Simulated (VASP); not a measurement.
# K2S (Fm-3m) in VASP: notebook, part 3 of 4

VASP 6.6.1. Earlier steps stand in the parts before.

## (4) Vibrations by perturbation theory, PBEsol

This run uses another cell than the first one, of 26.50 Å³/atom.

File INCAR:

```
  PREC = Accurate
  ENCUT = 500
  EDIFF = 1E-8
  ISMEAR = 0
  SIGMA = 0.01
  LREAL = F
  LASPH = T
  NELM = 120
  ALGO = Normal
  ISIF = 2
  LWAVE = F
  LCHARG = T
  GGA = PS
  NBANDS = 19
  IBRION = 8
  NSW = 1
  GGA_COMPAT = F
```

File KPOINTS:

```
regular mesh
0
Gamma
  6 6 6
```

File POSCAR:

```
K2S
1.0
    3.4127057428      3.4127057428      0.0000000000
   -3.4127057428      3.4127057428      0.0000000000
    0.0000000000      3.4127057428      3.4127057428
K S
2 1
Direct
    0.2500000000      0.7500000000      0.5000000000
    0.7500000000      0.2500000000      0.5000000000
    0.0000000000      0.0000000000      0.0000000000
```

Potentials or basis: VASP PAW PBE potentials, release 64 (K_sv, S).

Started as:

```sh
$ cat potpaw_PBE.64/K_sv/POTCAR potpaw_PBE.64/S/POTCAR > POTCAR
$ mpirun -np 1 vasp_std > vasp.out
```

OUTCAR:

```text
PREC = Accurate
   ENCUT = 500
   EDIFF = 1E-8
   ISMEAR = 0
   LREAL = F
   LASPH = T
   NELM = 120
   ISIF = 2
   GGA = PS
   IBRION = 8
   NSW = 1

 ion  position               nearest neighbor table
   1  0.250  0.750  0.500-   3 2.96   3 2.96   3 2.96   3 2.96   2 3.41   2 3.41   2 3.41   2 3.41
                             2 3.41   2 3.41
   2  0.750  0.250  0.500-   3 2.96   3 2.96   3 2.96   3 2.96   1 3.41   1 3.41   1 3.41   1 3.41
                             1 3.41   1 3.41
   3  0.000  0.000  0.000-   2 2.96   1 2.96   1 2.96   2 2.96   1 2.96   2 2.96   2 2.96   1 2.96

  LATTYP: Found a face centered cubic cell.
 ALAT       =     6.8254114856

  Lattice vectors:

 A1 = (   0.0000000000,   3.4127057428,   3.4127057428)
 A2 = (   3.4127057428,   0.0000000000,   3.4127057428)
 A3 = (   3.4127057428,   3.4127057428,   0.0000000000)

Analysis of symmetry for initial positions (statically):
=====================================================================
 Subroutine PRICEL returns:
 Original cell was already a primitive cell.

 Routine SETGRP: Setting up the symmetry group for a
 face centered cubic supercell.

 Subroutine GETGRP returns: Found 48 space group operations
 (whereof 48 operations were pure point group operations)
 out of a pool of 48 trial point group operations.

The static configuration has the point symmetry O_h .

Analysis of symmetry for dynamics (positions and initial velocities):
=====================================================================
 Subroutine PRICEL returns:
 Original cell was already a primitive cell.

 Routine SETGRP: Setting up the symmetry group for a
 face centered cubic supercell.

 Subroutine GETGRP returns: Found 48 space group operations
 (whereof 48 operations were pure point group operations)
 out of a pool of 48 trial point group operations.

The dynamic configuration has the point symmetry O_h .

 Subroutine INISYM returns: Found 48 space group operations
 (whereof 48 operations are pure point group operations),
 and found     1 'primitive' translations

----------------------------------------------------------------------------------------

                                     Primitive cell

  volume of cell :      79.4926

  direct lattice vectors                    reciprocal lattice vectors
     3.412705743  3.412705743  0.000000000     0.146511313  0.146511313 -0.146511313
    -3.412705743  3.412705743  0.000000000    -0.146511313  0.146511313 -0.146511313
[... 133 lines left out ...]
 Fermi energy:         0.6652877429

 k-point     1 :       0.0000    0.0000    0.0000
  band No.  band energies     occupation
      1     -28.1559      2.00000
      2     -27.9386      2.00000
      3     -11.9135      2.00000
      4     -11.9135      2.00000
      5     -11.9135      2.00000
      6     -11.4490      2.00000
[... 329 lines left out ...]
      6     -11.5504      2.00000
[... 11 lines left out ...]
     18       8.7437      0.00000
     19       9.3382      0.00000

------------------------ aborting loop because EDIFF is reached ----------------------------------------

  FORCE on cell =-STRESS in cart. coord.  units (eV):
  Direction    XX          YY          ZZ          XY          YZ          ZX
  --------------------------------------------------------------------------------------
  -------------------------------------------------------------------------------------
  Total        3.5567994      3.5567994      3.5567994     -0.0000000     -0.0000000     -0.0000000
  in kB       71.6874982     71.6874982     71.6874982     -0.0000000     -0.0000000     -0.0000000
  external PRESSURE =      71.6874982 kB  Pullay stress =       0.0000000 kB

 VOLUME and BASIS-vectors are now :
 -----------------------------------------------------------------------------
  energy-cutoff  :      500.00
  volume of cell :       79.49
      direct lattice vectors                 reciprocal lattice vectors
     3.412705743  3.412705743  0.000000000     0.146511313  0.146511313 -0.146511313
    -3.412705743  3.412705743  0.000000000    -0.146511313  0.146511313 -0.146511313
     0.000000000  3.412705743  3.412705743     0.000000000  0.000000000  0.293022626

 POSITION                                       TOTAL-FORCE (eV/Angst)
 -----------------------------------------------------------------------------------
     -1.70635      5.11906      1.70635         0.000000      0.000000      0.000000
      1.70635      5.11906      1.70635        -0.000000     -0.000000     -0.000000
      0.00000      0.00000      0.00000        -0.000000      0.000000      0.000000
 -----------------------------------------------------------------------------------
    total drift:                               -0.000000      0.000000     -0.000000

  FREE ENERGIE OF THE ION-ELECTRON SYSTEM (eV)
  ---------------------------------------------------
  free  energy   TOTEN  =        -9.5016981547 eV

  energy  without entropy=       -9.5016981547  energy(sigma->0) =       -9.50169815

[... ionic steps 2 to 9 ...]

--------------------------------------- Ionic step       10  -------------------------------------------

 Free energy of the ion-electron system (eV)
  ---------------------------------------------------
  ---------------------------------------------------
  free energy    TOTEN  =        -0.11388395 eV

  energy without entropy =       -0.11388395

------------------------ aborting loop because EDIFF is reached ----------------------------------------

 INTERNAL STRAIN TENSOR  FOR ION    3  DIRECTION 1   (eV/Angst):
 -----------------------------------------------------------------------------
     0.01088  0.00000 -0.00000
    -0.00000  0.00045 -0.00000
    -0.00000 -0.00000  0.00045

 INTERNAL STRAIN TENSOR FOR ION    3 for displacements in x,y,z  (eV/Angst):
          X           Y           Z          XY          YZ          ZX
  --------------------------------------------------------------------------------
  x     0.00000     0.00000     0.00000     0.00000     0.00000     0.00000
  y     0.00000     0.00000     0.00000     0.00000     0.00000     0.00000
  z     0.00000     0.00000     0.00000     0.00000     0.00000     0.00000

 SECOND DERIVATIVES (NOT SYMMETRIZED)
 ------------------------------------
               1X          1Y          1Z          2X          2Y          2Z          3X          3Y          3Z
  1X    -3.304560   -0.000000    0.000000    0.777196   -0.000000    0.000000    2.527364   -0.000000    0.000000
  1Y     0.000000   -3.304560   -0.000000    0.000000    0.777196   -0.000000    0.000000    2.527364   -0.000000
  1Z     0.000000    0.000000   -3.304560   -0.000000   -0.000000    0.777196    0.000000    0.000000    2.527364
  2X     0.777196   -0.000000    0.000000   -3.304560   -0.000000    0.000000    2.527364   -0.000000    0.000000
  2Y     0.000000    0.777196   -0.000000    0.000000   -3.304560   -0.000000    0.000000    2.527364   -0.000000
  2Z    -0.000000   -0.000000    0.777196    0.000000    0.000000   -3.304560    0.000000    0.000000    2.527364
  3X     2.530855    0.000000   -0.000000    2.530855    0.000000   -0.000000   -5.061709   -0.000000    0.000000
  3Y    -0.000000    2.530855    0.000000   -0.000000    2.530855    0.000000    0.000000   -5.061709   -0.000000
  3Z    -0.000000    0.000000    2.530855    0.000000    0.000000    2.530855    0.000000    0.000000   -5.061709

 Eigenvectors and eigenvalues of the dynamical matrix
 ----------------------------------------------------

   1 f  =    7.374125 THz    46.332992 2PiTHz  245.974326 cm-1    30.496916 meV
             X         Y         Z           dx          dy          dz
     -1.706353  5.119059  1.706353    -0.269505   -0.269505   -0.000000
      1.706353  5.119059  1.706353    -0.269505   -0.269505    0.000000
      0.000000  0.000000  0.000000     0.595596    0.595596    0.000000
[... 43 lines left out ...]
   9 f/i=    0.002311 THz     0.014518 2PiTHz    0.077073 cm-1     0.009556 meV
             X         Y         Z           dx          dy          dz
     -1.706353  5.119059  1.706353    -0.189960    0.457578   -0.330563
      1.706353  5.119059  1.706353    -0.189960    0.457578   -0.330563
      0.000000  0.000000  0.000000    -0.171912    0.414105   -0.299157

--------------------------------------------------------------------------------------------------------

 ELASTIC MODULI CONTR FROM IONIC RELAXATION (kBar)
 Direction    XX          YY          ZZ          XY          YZ          ZX
 --------------------------------------------------------------------------------
 XX          -0.0000      0.0000      0.0000      0.0000     -0.0000      0.0000
 YY           0.0000     -0.0000     -0.0000      0.0000      0.0000     -0.0000
 ZZ           0.0000     -0.0000     -0.0000     -0.0000      0.0000      0.0000
 XY           0.0000      0.0000     -0.0000   -216.9320      0.0000     -0.0000
 YZ          -0.0000      0.0000      0.0000      0.0000   -216.9320      0.0000
 ZX           0.0000     -0.0000      0.0000     -0.0000      0.0000   -216.9320
 --------------------------------------------------------------------------------
```

OSZICAR:

```text
N       E                     dE             d eps       ncg     rms          rms(c)
DAV:   1     0.160960974289E+03    0.16096E+03   -0.11016E+04   608   0.108E+03
DAV:   2     0.115825774354E+01   -0.15980E+03   -0.15389E+03   672   0.314E+02
DAV:   3    -0.106306001207E+02   -0.11789E+02   -0.11749E+02  1120   0.672E+01
DAV:   4    -0.108478294941E+02   -0.21723E+00   -0.21712E+00   840   0.857E+00
[... 63 lines left out ...]
RMM:  21    -0.113883946570E+00   -0.13627E-09   -0.92625E-07  1899   0.618E-04    0.261E-07
RMM:  22    -0.113883946458E+00    0.11220E-09   -0.92221E-07  1874   0.618E-04    0.173E-07
RMM:  23    -0.113883946398E+00    0.59983E-10   -0.92577E-07  1864   0.618E-04    0.122E-07
RMM:  24    -0.113883946310E+00    0.87834E-10   -0.92280E-07  1848   0.618E-04    0.112E-07
RMM:  25    -0.113883946285E+00    0.25111E-10   -0.92517E-07  1827   0.618E-04    0.883E-08
 Linear response finished
```

stdout:

```text
POSCAR found type information on POSCAR K S
 POSCAR found :  2 types and       3 ions
 scaLAPACK will be used
 -----------------------------------------------------------------------------
|                                                                             |
|                                                                             |
|     You enforced a specific xc type in the INCAR file but a different       |
|     I HOPE YOU KNOW WHAT YOU ARE DOING!                                     |
|                                                                             |
 -----------------------------------------------------------------------------

 LDA part: xc-table for (Slater+PW92), standard interpolation
 POSCAR, INCAR and KPOINTS ok, starting setup
 FFT: planning ... GRIDC
 FFT: planning ... GRID_SOFT
 FFT: planning ... GRID
 WAVECAR not read
 entering main loop
 Linear response reoptimize wavefunctions to high precision
 Linear response DOF=           2
 Linear response progress:
 first order change of Fermi-energy  -0.97288E-01
 force on displaced ion       1 direction 1 :  -3.305  -0.000  -0.000
 Linear response progress:
 first order change of Fermi-energy   0.19139E-03
 force on displaced ion       3 direction 1 :  -5.062   0.000   0.000
 Linear response finished
```

Wall time 2.4 min (1 thread of Intel Xeon 6975P-C (Granite Rapids), shared host); peak memory 0.32 GiB.

What came out:

```
Highest phonon frequency at Γ, LO-TO splitting left out : 246 cm⁻¹
```

Phonon frequencies in cm⁻¹ (negative: imaginary):
```csv
q point,frequencies
"(0.000, 0.000, 0.000)",0 0 0 168 168 168 246 246 246
```

Caveat: the cell stands under pressure or tension, which shifts response properties; the PAW data sets were made with another functional, which shifts forces and pressure a little.

(Continued in part 4 of 4.)
